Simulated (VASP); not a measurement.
Wanted: the native input for a VASP 6.6.1 run.

```yaml
Task: relaxation of cell and atoms
Functional: PBE
Potentials_or_basis: VASP PAW PBE potentials, release 64 (Ga_d, Sn_d, O)
Cutoff: 600 eV
k_mesh: 3 × 3 × 3
Occupations: gaussian, width 0.15 eV
Spin: no spin polarisation
Dipole_correction: no
Further_INCAR_settings: ALGO = Normal; EDIFF = 1e-06; IBRION = 2; EDIFFG = -0.08; NSW = 36; ISIF = 3
```

The structure of Ga2SnO4 lies in POSCAR:

```
Ga2SnO4
1.0
    0.0000000000      3.3261010500      5.6104933700
    2.6826035000      0.0000000000      5.6104933700
    2.6826035000      3.3261010500      0.0000000000
Ga Sn O
2 1 4
Direct
    0.2500000000      0.2500000000      0.2500000000
    0.7500000000      0.7500000000      0.7500000000
    0.0000000000      0.0000000000      0.0000000000
    0.0225457200      0.3110201600      0.6889798400
    0.3110201600      0.0225457200      0.9774542800
    0.6889798400      0.9774542800      0.0225457200
    0.9774542800      0.6889798400      0.3110201600
```

The input as run:

INCAR

```
ALGO = Normal
EDIFF = 1E-6
EDIFFG = -0.08
ENCUT = 600
GGA = PE
IBRION = 2
ISIF = 3
ISMEAR = 0
LASPH = True
LCHARG = False
LREAL = False
LWAVE = False
NELM = 80
NSW = 36
PREC = Accurate
SIGMA = 0.15
```

KPOINTS

```
k-points
0
Gamma
  3 3 3
```

Potentials or basis: VASP PAW PBE potentials, release 64 (Ga_d, Sn_d, O).

Command:

```console
$ cat potpaw_PBE.64/Ga_d/POTCAR potpaw_PBE.64/Sn_d/POTCAR potpaw_PBE.64/O/POTCAR > POTCAR
$ mpirun -np 1 vasp_std > vasp.out
```

It gave:

```yaml
Relaxed_volume: 19.63 Å³/atom
Relaxed_cell: a = 7.205 Å, b = 6.344 Å, c = 5.168 Å, α = 76.74°, β = 58.98°, γ = 44.28°
Space_group_after_relaxing_to_0.05_Å: Fmmm (No. 69)
Energy_gained_by_relaxing: 891.3 meV/atom
Ionic_steps: 15
Pressure_after_relaxing: 0.0 GPa
Largest_force_after_relaxing: 0.063 eV/Å
Band_gap_on_the_k_mesh: 1.01 eV, indirect (least direct gap 1.29 eV)
```

Caveat: the k points lie up to 0.49 Å⁻¹ apart in the final cell; the volume moved by over 15 % at a fixed basis, so the end points are rough; spin-orbit coupling is left out, which moves the levels of the heavy elements; the relaxation stopped at a loose force limit of 0.08 eV/Å, so its end isn't a converged minimum.

It took 8.3 min on 1 thread of Intel(R) Xeon(R) Platinum 8488C (Sapphire Rapids), with other jobs on the host, peak memory 0.33 GiB.
